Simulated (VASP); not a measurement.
Here is a VASP 6.6.1 calculation.

File INCAR:

```
SYSTEM = Sb
PREC = Accurate
ENCUT = 520
EDIFF = 1E-6
ISMEAR = 0
SIGMA = 0.1
LREAL = .FALSE.
LASPH = .TRUE.
NELM = 100
ALGO = Normal
ISIF = 2
LWAVE = .FALSE.
LCHARG = .FALSE.
GGA = PE
NBANDS = 8
```

Contents of KPOINTS:

```
Automatic mesh
0
G
  6 6 6
  0 0 0
```

POSCAR

```
Sb
1.0
    3.0934049367      0.0000000000      0.0000000000
    0.0000000000      3.0934049367      0.0000000000
    0.0000000000      0.0000000000      3.1868007093
Sb
1
Direct
    0.5000000000      0.5000000000      0.5000000000
```

Potentials or basis: VASP PAW PBE potentials, release 64 (Sb).

Run with:

```sh
$ cat potpaw_PBE.64/Sb/POTCAR > POTCAR
$ mpirun -np 1 vasp_std > vasp.out
```

Problem. Predict the pressure.

Solution. -0.1 GPa.
